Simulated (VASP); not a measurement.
The system is P.

```xyz
1
Lattice="3.0537 0.0000 0.0000 0.0000 3.0537 0.0000 0.0000 0.0000 2.1455" Properties=species:S:1:pos:R:3 pbc="T T T"
P     0.0000    0.0000    0.0000
```

- Program: VASP 6.6.1
- Task: relaxation of cell and atoms
- Functional: PBE
- Potentials or basis: VASP PAW PBE potentials, release 64 (P)
- Cutoff: 600 eV
- k mesh: 6 × 6 × 8
- Occupations: gaussian, width 0.1 eV
- Spin: no spin polarisation

At the start: pressure -1.1 GPa; volume 20.01 Å³/atom.

**Question.** Where does the relaxation end?

**Answer.** Over 11 steps the energy falls by 765.4 meV/atom and the volume is 14.59 Å³/atom (-27.1 %); space group Pm-3m (No. 221, to 0.05 Å).

The path:
```csv
step,energy change (eV),largest force (eV/Å),pressure (GPa),volume (Å³)
1,0.0000,0.0000,-1.13,20.01
2,-0.2804,0.0000,-13.38,19.37
3,-0.5568,0.0000,-13.53,18.23
4,-0.5948,0.0000,13.46,13.97
5,-0.7002,0.0000,-4.03,15.65
6,-0.7003,0.0000,-3.67,15.60
7,-0.7456,0.0000,-2.02,15.01
8,-0.4983,0.0000,18.10,13.23
9,-0.7633,0.0000,-0.79,14.70
10,-0.7622,0.0000,1.30,14.44
11,-0.7654,0.0000,0.03,14.59
```

Final structure:
```
CELL_PARAMETERS angstrom
2.43299 0.00000 0.00000
0.00000 2.43299 0.00000
0.00000 0.00000 2.46453
ATOMIC_POSITIONS crystal
P 0.00000 0.00000 0.00000
```

Caveat: the k points lie up to 0.43 Å⁻¹ apart in the final cell; the volume moved by over 15 % at a fixed basis, so the end points are rough.
